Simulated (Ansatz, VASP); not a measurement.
One calculation of Na, two programs

Contents of INCAR:

```
PREC = Accurate
ENCUT = 520
EDIFF = 1E-8
ISMEAR = -1
SIGMA = 0.03
LREAL = False
LASPH = True
NELM = 80
ALGO = Normal
ISIF = 2
LWAVE = False
LCHARG = False
GGA = PS
LEFG = True
NBANDS = 10
```

Contents of KPOINTS:

```
regular mesh
0
Gamma
  11 11 11
```

Contents of POSCAR:

```
Na
1.0
   -2.1175000000      2.1175000000      2.1386750000
    2.1175000000     -2.1175000000      2.1386750000
    2.1175000000      2.1175000000     -2.1386750000
Na
1
Direct
    0.0000000000      0.0000000000      0.0000000000
```

Input for Ansatz:

```yaml
crystal:
  lattice:
    - [-2.1175, 2.1175, 2.138675]
    - [2.1175, -2.1175, 2.138675]
    - [2.1175, 2.1175, -2.138675]
  atoms:
    - { symbol: Na, position: [0.0, 0.0, 0.0] }
kpoints:
  mp_grid: { grid: [11, 11, 11] }
scf:
  occupations: { method: fermi_dirac, width: 0.03 }
hamiltonian:
  xc: pbesol
  pseudopotentials: { kind: all_electron, datasets: crystal }
output:
  forces: true
  stress: true
  eigenvalues: true
  efg: { contact_densities: true }
```

Change from the starting cell: zz strain of +1 %, crystal datasets.

Alike in both runs: task electric field gradients; functional PBEsol; k mesh 11 × 11 × 11; occupations fermi-dirac, width 0.03 eV; no spin polarisation.

|  | VASP | Ansatz |
| --- | --- | --- |
| version | VASP 6.6.1 | Ansatz 0.2.0 |
| potentials or method | VASP PAW PBE potentials, release 64 (Na_pv), cutoff 520 eV | all-electron PAW with datasets made for the crystal, scalar-relativistic |

```csv
,VASP,Ansatz,Ansatz less VASP
pressure (GPa),-0.4,-0.4,0.00
```

VASP's potentials were made for PBE, not for PBEsol. Ansatz ran all-electron here, and VASP with PAW potentials.
